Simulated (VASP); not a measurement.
# Cu (Fm-3m) in VASP: notebook

The runs below take Cu through electric field gradients, with PBE.

Everything below comes from runs of VASP 6.6.1. Logs are shortened: lines on timing, memory, paths and dates and some standing lists are left out, and cuts for length are marked.

## (1) The cell of the first run

It takes space group Fm-3m (No. 225, cubic). The conventional cell has a = 3.591 Å, b = 3.591 Å, c = 3.591 Å, α = 90.00°, β = 90.00°, γ = 90.00°. Within 3.4 Å of Cu (site symmetry m-3m) lie 12 Cu at 2.54 Å.

## (2) Electric field gradients, PBE (volume scaled by 0.98)

File INCAR:

```
ALGO = Normal ; EDIFF = 1E-8
ENCUT = 520 ; GGA = PE
ISIF = 2 ; ISMEAR = -1
LASPH = True ; LCHARG = False
LEFG = True ; LREAL = False
LWAVE = False ; NBANDS = 12
NELM = 100 ; PREC = Accurate
SIGMA = 0.08
```

File KPOINTS:

```
k-points
0
Gamma
  19 19 19
```

File POSCAR:

```
Cu
1.0
    0.0000000000      1.7953687620      1.7953687620
    1.7953687620      0.0000000000      1.7953687620
    1.7953687620      1.7953687620      0.0000000000
Cu
1
Direct
    0.0000000000      0.0000000000      0.0000000000
```

Potentials or basis: VASP PAW PBE potentials, release 64 (Cu).

Run with:

```console
$ cat potpaw_PBE.64/Cu/POTCAR > POTCAR
$ mpirun -np 1 vasp_std > vasp.out
```

OUTCAR:

```text
EDIFF = 1E-8
   ENCUT = 520
   GGA = PE
   ISIF = 2
   ISMEAR = -1
   LASPH = True
   LREAL = False
   NELM = 100
   PREC = Accurate

 ion  position               nearest neighbor table
   1  0.000  0.000  0.000-

  LATTYP: Found a face centered cubic cell.
 ALAT       =     3.5907375240

  Lattice vectors:

 A1 = (   0.0000000000,   1.7953687620,   1.7953687620)
 A2 = (   1.7953687620,   0.0000000000,   1.7953687620)
 A3 = (   1.7953687620,   1.7953687620,   0.0000000000)

Analysis of symmetry for initial positions (statically):
=====================================================================
 Subroutine PRICEL returns:
 Original cell was already a primitive cell.

 Routine SETGRP: Setting up the symmetry group for a
 face centered cubic supercell.

 Subroutine GETGRP returns: Found 48 space group operations
 (whereof 48 operations were pure point group operations)
 out of a pool of 48 trial point group operations.

The static configuration has the point symmetry O_h .

Analysis of symmetry for dynamics (positions and initial velocities):
=====================================================================
 Subroutine PRICEL returns:
 Original cell was already a primitive cell.

 Routine SETGRP: Setting up the symmetry group for a
 face centered cubic supercell.

 Subroutine GETGRP returns: Found 48 space group operations
 (whereof 48 operations were pure point group operations)
 out of a pool of 48 trial point group operations.

The dynamic configuration has the point symmetry O_h .

 Subroutine INISYM returns: Found 48 space group operations
 (whereof 48 operations are pure point group operations),
 and found     1 'primitive' translations

----------------------------------------------------------------------------------------

                                     Primitive cell

  volume of cell :      11.5742

  direct lattice vectors                    reciprocal lattice vectors
     0.000000000  1.795368762  1.795368762    -0.278494319  0.278494319  0.278494319
     1.795368762  0.000000000  1.795368762     0.278494319 -0.278494319  0.278494319
     1.795368762  1.795368762  0.000000000     0.278494319  0.278494319 -0.278494319

  length of vectors
     2.539034853  2.539034853  2.539034853     0.482366309  0.482366309  0.482366309

  position of ions in fractional coordinates (direct lattice)
     0.000000000  0.000000000  0.000000000

  ion indices of the primitive-cell ions
   primitive index   ion index
                 1           1

----------------------------------------------------------------------------------------

 KPOINTS: k-points

Automatic generation of k-mesh.
 Grid dimensions read from file:
 generate k-points for:   19   19   19

 Generating k-lattice:

  Cartesian coordinates                     Fractional coordinates (reciprocal lattice)
    -0.014657596  0.014657596  0.014657596     0.052631579  0.000000000  0.000000000
     0.014657596 -0.014657596  0.014657596     0.000000000  0.052631579  0.000000000
     0.014657596  0.014657596 -0.014657596     0.000000000  0.000000000  0.052631579

  Length of vectors
     0.025387700  0.025387700  0.025387700

  Shift w.r.t. Gamma in fractional coordinates (k-lattice)
     0.000000000  0.000000000  0.000000000

 Subroutine IBZKPT returns following result:
 ===========================================

 Found    220 irreducible k-points:

 Following reciprocal coordinates:
            Coordinates               Weight
  0.000000  0.000000  0.000000      1.000000
  0.052632  0.000000  0.000000      8.000000
  0.105263  0.000000  0.000000      8.000000
  0.157895  0.000000  0.000000      8.000000
  0.210526  0.000000  0.000000      8.000000
  0.263158  0.000000  0.000000      8.000000
[... 16 lines left out ...]
 -0.315789  0.052632  0.000000     24.000000
 -0.263158  0.052632  0.000000     24.000000
 [... further k-points ...]
   k-points           NKPTS =    220   k-points in BZ     NKDIM =    220   number of bands    NBANDS=     12
   number of dos      NEDOS =    301   number of ions     NIONS =      1
   total plane-waves  NPLWV =   8000
   dimension x,y,z NGX =    20 NGY =   20 NGZ =   20
   dimension x,y,z NGXF=    40 NGYF=   40 NGZF=   40
   ions per type =               1
   NGX,Y,Z   is equivalent  to a cutoff of  13.10, 13.10, 13.10 a.u.
   NGXF,Y,Z  is equivalent  to a cutoff of  26.19, 26.19, 26.19 a.u.
 SYSTEM =  unknown system
   PREC   = accura    normal or accurate (medium, high low for compatibility)
   ISTART =      0    job   : 0-new  1-cont  2-samecut
   ICHARG =      2    charge: 1-file 2-atom 10-const
   ISPIN  =      1    spin polarized calculation?
   LNONCOLLINEAR =      F non collinear calculations
   LSORBIT =      F    spin-orbit coupling
   LASPH  =      T    aspherical Exc in radial PAW
   ENCUT  =  520.0 eV  38.22 Ry    6.18 a.u.   4.72  4.72  4.72*2*pi/ulx,y,z
   NELM   =    100;   NELMIN=  2; NELMDL= -5     # of ELM steps
   EDIFF  = 0.1E-07   stopping-criterion for ELM
   LREAL  =      F    real-space projection
   EDIFFG = 0.1E-06   stopping-criterion for IOM
   NSW    =      0    number of steps for IOM
   IBRION =     -1    ionic relax: 0-MD 1-quasi-New 2-CG
   NFREE  =      0    steps in history (QN), initial steepest desc. (CG)
   ISIF   =      2    stress and relaxation
   ISYM   =      2    0-nonsym 1-usesym 2-fastsym
   POTIM  = 0.5000    time-step for ionic-motion
   TEBEG  =    0.0;   TEEND  =   0.0 temperature during run
   PSTRESS=    0.0 pullay stress
   NELECT =      11.0000    total number of electrons
   NUPDOWN=      -1.0000    fix difference up-down
   EMIN   =  10.00;   EMAX   =-10.00  energy-range for DOS
   EFERMI =   0.00;   METHOD = LEGACY
   ISMEAR =    -1;   SIGMA  =   0.08  broadening in eV -4-tet -1-fermi 0-gaus
   EFERMI_NEDOS =   21; number of points for ismear=-14 and -15
   IALGO  =     38    algorithm
   IMIX   =      4    mixing-type and parameters
     AMIX     =   0.40;   BMIX     =  1.00
     AMIX_MAG =   1.60;   BMIX_MAG =  1.00
  volume/ion in A,a.u.               =      11.57        78.11
  Fermi-wavevector in a.u.,A,eV,Ry     =   1.609566  3.041638 35.248641  2.590702
  Thomas-Fermi vector in A             =   2.705255
   LORBIT       =      0    0 simple, 1 ext, 2 COOP (PROOUT), +10 PAW based schemes
   GGA     = PE    functional components
   LHFCALC =     F    Hartree Fock is set to
   AEXX    =    0.0000 exact exchange contribution
   IVDW    =     0    specifies the selected vdW correction
   LEPSILON=     F    determine dielectric tensor
   LRPA    =     F    only Hartree local field effects (RPA)
 non-spin polarized calculation
  energy-cutoff  :      520.00
  volume of cell :       11.57
 maximum number of plane-waves:       331
   NGX =  9   NGY =  9   NGZ =  9

 number of electron      11.0000008 magnetization

 Free energy of the ion-electron system (eV)
  ---------------------------------------------------
  ext. energy  EPLUGINS =         0.00000000
  ---------------------------------------------------
  free energy    TOTEN  =        -3.72262298 eV

  energy without entropy =       -3.71545350  energy(sigma->0) =       -3.71903824

 E-fermi :   7.8861     XC(G=0): -12.8443

 val. band max:        7.8707018175   @ k =  -0.3684   0.1579   0.0000
 cond. band min:       7.8897690180   @ k =  -0.3684   0.1579   0.0526
 fundamental gap:      0.0190672006
 Fermi energy:         7.8861347720

 k-point     1 :       0.0000    0.0000    0.0000
  band No.  band energies     occupation
      1      -1.6680      2.00000
      2       4.7429      2.00000
      3       4.7429      2.00000
      4       4.7429      2.00000
      5       5.5908      2.00000
      6       5.5908      2.00000
      7      30.5944      0.00000
      8      33.3961      0.00000
      9      33.3961      0.00000
     10      33.3961      0.00000
     11      35.9045      0.00000
     12      35.9045      0.00000

 k-point     2 :       0.0526    0.0000    0.0000
  band No.  band energies     occupation
      1      -1.5654      2.00000
      2       4.7206      2.00000
      3       4.7628      2.00000
      4       4.7628      2.00000
      5       5.5828      2.00000
      6       5.5828      2.00000
      7      30.0566      0.00000
      8      32.0587      0.00000
      9      33.0603      0.00000
     10      33.0603      0.00000
     11      36.3834      0.00000
     12      36.3834      0.00000
[... 316 lines left out ...]
 k-point    24 :      -0.2632    0.0526    0.0000
  band No.  band energies     occupation
      1       1.0387      2.00000
      2       4.4655      2.00000
      3       4.8708      2.00000
      4       4.9104      2.00000
      5       5.6474      2.00000
      6       5.8996      2.00000
      7      19.0464      0.00000
      8      27.9557      0.00000
      9      31.2124      0.00000
     10      32.4581      0.00000
     11      34.6311      0.00000
     12      36.0136      0.00000

 [... further k-points ...]
[... 5 lines left out ...]
  --------------------------------------------------------------------------------------
  -------------------------------------------------------------------------------------
  Total        0.3917895      0.3917895      0.3917895      0.0000000      0.0000000      0.0000000
  in kB       54.2340993     54.2340993     54.2340993      0.0000000      0.0000000      0.0000000
  external PRESSURE =      54.2340993 kB  Pullay stress =       0.0000000 kB

 VOLUME and BASIS-vectors are now :
 -----------------------------------------------------------------------------
  energy-cutoff  :      520.00
  volume of cell :       11.57
      direct lattice vectors                 reciprocal lattice vectors
     0.000000000  1.795368762  1.795368762    -0.278494319  0.278494319  0.278494319
     1.795368762  0.000000000  1.795368762     0.278494319 -0.278494319  0.278494319
     1.795368762  1.795368762  0.000000000     0.278494319  0.278494319 -0.278494319

 POSITION                                       TOTAL-FORCE (eV/Angst)
 -----------------------------------------------------------------------------------
      0.00000      0.00000      0.00000        -0.000000     -0.000000      0.000000
 -----------------------------------------------------------------------------------
    total drift:                                0.000000      0.000000      0.000000

  FREE ENERGIE OF THE ION-ELECTRON SYSTEM (eV)
  ---------------------------------------------------
  free  energy   TOTEN  =        -3.7226229841 eV

  energy  without entropy=       -3.7154534969  energy(sigma->0) =       -3.71903824

 Electric field gradients (V/A^2)
---------------------------------------------------------------------
 ion       V_xx      V_yy      V_zz      V_xy      V_xz      V_yz
---------------------------------------------------------------------
   1       0.000    -0.000     0.000     0.002     0.002     0.002
---------------------------------------------------------------------

 Electric field gradients after diagonalization (V/A^2)
 (convention: |V_zz| > |V_xx| > |V_yy|)
----------------------------------------------------------------------
 ion       V_xx      V_yy      V_zz     asymmetry (V_yy - V_xx)/ V_zz
----------------------------------------------------------------------
   1      -0.002    -0.002     0.005       0.000
----------------------------------------------------------------------

           NMR quadrupolar parameters

 Cq : quadrupolar parameter    Cq=e*Q*V_zz/h
 eta: asymmetry parameters     (V_yy - V_xx)/ V_zz
 Q  : nuclear electric quadrupole moment in mb (millibarn)
----------------------------------------------------------------------
 ion       Cq(MHz)       eta       Q (mb)
----------------------------------------------------------------------
   1       0.000       0.000       1.000
----------------------------------------------------------------------
```

It took 22 s on 1 thread of Intel Xeon Platinum 8375C at 2.90GHz (Ice Lake), shared host; peak memory 0.14 GiB.

Results:

| Item | Value |
| --- | --- |
| Free energy | -3.7226 eV |
| Pressure | 5.4 GPa |

Levels at points of the mesh, in eV from the Fermi level:
```tsv
k point	band 3	band 4	band 5	band 6	band 7	band 8	band 9	band 10
(0.00, 0.00, 0.00)	-3.14	-3.14	-2.30	-2.30	22.71	25.51	25.51	25.51
```

Caveat: without QUAD_EFG the Cq values of the log hold for a quadrupole moment of 1 mb, not for the nuclei.

[end of part 1 of 3]
